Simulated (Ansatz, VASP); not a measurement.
## CdS: VASP beside Ansatz

```xyz
4
Lattice="4.1500 0.0000 0.0000 -2.0750 3.5940 0.0000 0.0000 0.0000 6.7370" Properties=species:S:1:pos:R:3 pbc="T T T"
Cd    0.0250    2.3960    0.0000
Cd    2.0750    1.1980    3.3685
S     0.0000    2.3960    2.5264
S     2.0750    1.1980    5.8949
```

Alike in both runs: task single point; functional PBE; k mesh 6 × 6 × 4; no spin polarisation.

```csv
,VASP,Ansatz
version,VASP 6.6.1,Ansatz 0.2.0
potentials or method,"VASP PAW PBE potentials, release 64 (Cd, S), cutoff 520 eV","plane waves, PAW"
occupations,"gaussian, width 0.01 eV",fixed
valence electrons in the cell,36,52
```

Ansatz gave:

| Item | Value |
| --- | --- |
| rms of the force components (eV/Å) | 0.062 |

**Question.** Estimate VASP's values.

**Answer.** rms of the force components (eV/Å): 0.064.

Atom by atom the forces differ by 0.002 eV/Å (rms over components). VASP's potentials hold 36 valence electrons a cell and Ansatz's 52, so a difference there can come from the potentials and not from the codes.
